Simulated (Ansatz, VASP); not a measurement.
**TiPt3 in VASP and in Ansatz**

```
Pt Ti
1.0
     3.84433    0.00000    0.00000
     0.00000    3.84433    0.00000
     0.00000    0.00000    3.84433
Pt Ti
3 1
Direct
  0.50000 0.50000 0.00000
  0.50000 0.00000 0.50000
  0.00000 0.50000 0.50000
  0.00000 0.00000 0.00000
```

Alike in both runs: task single point; functional LDA; k mesh 7 × 7 × 7; occupations fermi-dirac, width 0.05 eV; no spin polarisation.

```csv
,VASP,Ansatz
version,VASP 6.6.1,Ansatz 0.2.0
potentials or method,"VASP PAW LDA potentials, release 64 (Pt_sv_GW, Ti_sv)",Ansatz PAW
plane-wave cutoff (eV),570,420
valence electrons in the cell,66,66
```

Ansatz gave:

| Property | Result |
| --- | --- |
| gap on the k mesh at the Fermi level (eV) | none |
| pressure (GPa) | 6.6 |

Question: Which values does VASP return?

Answer: gap on the k mesh at the Fermi level (eV): none; pressure (GPa): 6.5.

LDA's correlation is that of Perdew and Zunger in VASP and of Perdew and Wang (1992) in Ansatz. A gap of «none» marks a metal or a gap that the smearing closes.

Neither program's run includes spin-orbit coupling.
